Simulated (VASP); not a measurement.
Na, 2 atoms in the cell. It takes space group P6_3/mmc (No. 194, hexagonal). Conventional cell: a = 2.949 Å, b = 2.949 Å, c = 4.815 Å, α = 90.00°, β = 90.00°, γ = 120.00°. Within 3.9 Å of Na (site symmetry -6m2) lie 12 Na at 2.95 Å. This isn't the form of Na at room conditions, which is bcc.

```yaml
Program: VASP 6.6.1
Task: relaxation of cell and atoms
Functional: PBEsol
Potentials_or_basis: VASP PAW PBE potentials, release 64 (Na_sv)
Cutoff: 1130 eV
k_mesh: 6 × 6 × 4
Occupations: gaussian, width 0.1 eV
Spin: no spin polarisation
Dipole_correction: no
Further_INCAR_settings: ALGO = Normal; EDIFF = 1e-07; IBRION = 2; EDIFFG = -0.05; NSW = 80; ISIF = 3
```

Potentials or basis: VASP PAW PBE potentials, release 64 (Na_sv).

Run with:

```console
$ cat potpaw_PBE.64/Na_sv/POTCAR > POTCAR
$ mpirun -np 1 vasp_std > vasp.out
```

Hardware: 1 thread of Intel(R) Xeon(R) 6975P-C (Granite Rapids) (shared host).

How long does it take, and how much memory?

Run time: 55 s on 1 thread of Intel(R) Xeon(R) 6975P-C (Granite Rapids) (shared host), peak memory 0.22 GiB. Counts: scf iterations 69, k points 21, ion steps 6.
